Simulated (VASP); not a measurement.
Here is a VASP 6.6.1 calculation.

Contents of INCAR:

```
SYSTEM = GaN
PREC = Accurate
ENCUT = 600
EDIFF = 1E-6
ISMEAR = -1
SIGMA = 0.05
LREAL = .False.
LASPH = .True.
NELM = 120
ALGO = Normal
ISIF = 2
LWAVE = .False.
LCHARG = .False.
GGA = PS
NBANDS = 16
GGA_COMPAT = .False.
```

The input KPOINTS:

```
regular mesh
0
Gamma
  17 17 17
  0 0 0
```

File POSCAR:

```
GaN
1.0
    0.0000000000      2.1097702465      2.1097702465
    2.1097702465      0.0000000000      2.1097702465
    2.1097702465      2.1097702465      0.0000000000
Ga N
1 1
Direct
    0.0000000000      0.0000000000      0.0000000000
    0.5000000000      0.5000000000      0.5000000000
```

Potentials or basis: VASP PAW PBE potentials, release 64 (Ga_d, N).

The run is started by

```console
$ cat potpaw_PBE.64/Ga_d/POTCAR potpaw_PBE.64/N/POTCAR > POTCAR
$ mpirun -np 1 vasp_std > vasp.out
```

(1) What does it give for the pressure?

(2) What does it give for the band gap on the k mesh?

## Answers

(1) 0.2 GPa.

(2) 0.59 eV, indirect (least direct gap 2.82 eV).

Caveat: the PAW data sets were made with another functional, which shifts forces and pressure a little.
